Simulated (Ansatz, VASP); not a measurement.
## Two plane-wave programs on Ru2C

The input INCAR:

```
SYSTEM = Ru2C
ALGO = Normal
EDIFF = 1E-7
ENCUT = 520
GGA = PE
ISIF = 2
ISMEAR = 0
LASPH = .TRUE.
LCHARG = .FALSE.
LREAL = .FALSE.
LWAVE = .FALSE.
NBANDS = 23
NELM = 80
PREC = Accurate
SIGMA = 0.1
```

KPOINTS

```
k-points
0
G
  6 6 6
  0 0 0
```

File POSCAR:

```
Ru2C
1.0
    0.0000000000      2.5406304636      2.5406304636
    2.5406304636      0.0000000000      2.5406304636
    2.5406304636      2.5406304636      0.0000000000
Ru C
2 1
Direct
    0.2500000000      0.2500000000      0.2500000000
    0.7500000000      0.7500000000      0.7500000000
    0.0000000000      0.0000000000      0.0000000000
```

Input for Ansatz:

```yaml
crystal:
  lattice:
    - [0.0, 2.5406304636, 2.5406304636]
    - [2.5406304636, 0.0, 2.5406304636]
    - [2.5406304636, 2.5406304636, 0.0]
  atoms:
    - { symbol: Ru, position: [0.25, 0.25, 0.25] }
    - { symbol: Ru, position: [0.75, 0.75, 0.75] }
    - { symbol: C, position: [0.0, 0.0, 0.0] }
basis:
  ecutwfc: 420
kpoints:
  mp_grid: { grid: [6, 6, 6] }
hamiltonian:
  xc: pbe
scf:
  occupations: { method: gaussian, width: 0.1 }
  lower_state_search: "off"
output:
  forces: true
  stress: true
  eigenvalues: true
```

Alike in both runs: task single point; functional PBE; k mesh 6 × 6 × 6; occupations gaussian, width 0.1 eV; no spin polarisation.

```csv
,VASP,Ansatz
version,VASP 6.6.1,Ansatz 0.2.0
potentials or method,"VASP PAW PBE potentials, release 64 (Ru_pv, C), cutoff 520 eV","scalar-relativistic, plane waves, PAW"
valence electrons in the cell,32,36
```

```csv
,VASP,Ansatz,Ansatz less VASP
gap on the k mesh at the Fermi level (eV),none,none,-
pressure (GPa),23.8,23.5,-0.24
```

A gap of «none» marks a metal or a gap that the smearing closes. VASP's potentials hold 32 valence electrons a cell and Ansatz's 36, so a difference there can come from the potentials and not from the codes.
